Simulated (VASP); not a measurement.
Crystal: LuH2.

```
Lu H
1.0
     0.00000    2.51650    2.51650
     2.51650    0.00000    2.51650
     2.51650    2.51650    0.00000
Lu H
1 2
Direct
  0.00000 0.00000 0.00000
  0.25000 0.25000 0.25000
  0.75000 0.75000 0.75000
```

- Program: VASP 6.6.1
- Task: relaxation of cell and atoms
- Functional: LDA
- Potentials or basis: VASP PAW PBE potentials, release 64 (Lu, H)
- Cutoff: 600 eV
- k mesh: 11 × 11 × 11
- Occupations: gaussian, width 0.1 eV
- Spin: no spin polarisation

At the start: pressure -6.2 GPa; volume 10.62 Å³/atom.

Task: How do energy, volume and symmetry change on relaxing?

Result: Over 6 steps the energy falls by 13.8 meV/atom and the volume is 9.93 Å³/atom (-6.5 %); space group Fm-3m (No. 225, to 0.1 Å) before and after.

Step by step:
```tsv
step	energy change (eV)	largest force (eV/Å)	pressure (GPa)	volume (Å³)
1	0.0000	0.0000	-6.21	31.87
2	-0.0410	0.0000	-2.73	30.01
3	-0.0279	0.0000	3.80	28.74
4	-0.0400	0.0000	1.37	29.46
5	-0.0411	0.0000	0.68	29.64
6	-0.0414	0.0000	0.14	29.79
```

Final structure:
```
Lu H
1.0
     0.00000    2.46033    2.46033
     2.46033    0.00000    2.46033
     2.46033    2.46033    0.00000
Lu H
1 2
Direct
  0.00000 0.00000 0.00000
  0.25000 0.25000 0.25000
  0.75000 0.75000 0.75000
```

Caveat: the PAW data sets were made with another functional, which shifts forces and pressure a little; an odd number of electrons without spin polarisation forces a metal; a magnetic or distorted state may lie lower.
